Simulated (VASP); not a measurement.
Here is a VASP 6.6.1 calculation.

Contents of INCAR:

```
PREC = Accurate
ENCUT = 520
EDIFF = 1E-7
ISMEAR = -1
SIGMA = 0.02
LREAL = F
LASPH = T
NELM = 100
ALGO = Normal
ISIF = 2
LWAVE = F
LCHARG = F
GGA = PE
IBRION = 2
NSW = 80
EDIFFG = -0.02
```

Contents of KPOINTS:

```
Automatic mesh
0
Gamma
  17 17 17
```

Contents of POSCAR:

```
SiC
1.0
    0.0000000000      2.1790000000      2.1790000000
    2.1790000000      0.0000000000      2.1790000000
    2.1790000000      2.1790000000      0.0000000000
Si C
1 1
Direct
    0.0000000000      0.0000000000      0.0000000000
    0.2500000000      0.2500000000      0.2500000000
```

Potentials or basis: VASP PAW PBE potentials, release 64 (Si, C).

The run is started by

```bash
$ cat potpaw_PBE.64/Si/POTCAR potpaw_PBE.64/C/POTCAR > POTCAR
$ mpirun -np 1 vasp_std > vasp.out
```

Task: Estimate the band gap on the k mesh.

Result: 1.40 eV (least direct gap 4.56 eV).

Final structure:
```yaml
crystal:
  lattice:
    - [0.00000, 2.17900, 2.17900]
    - [2.17900, 0.00000, 2.17900]
    - [2.17900, 2.17900, 0.00000]
  atoms:
    - { symbol: Si, position: [0.00000, 0.00000, 0.00000] }
    - { symbol: C, position: [0.25000, 0.25000, 0.25000] }
```

Caveat: the relaxation stopped at its first step, so nothing moved; an odd mesh through Γ misses points on the zone boundary, where band edges can lie.
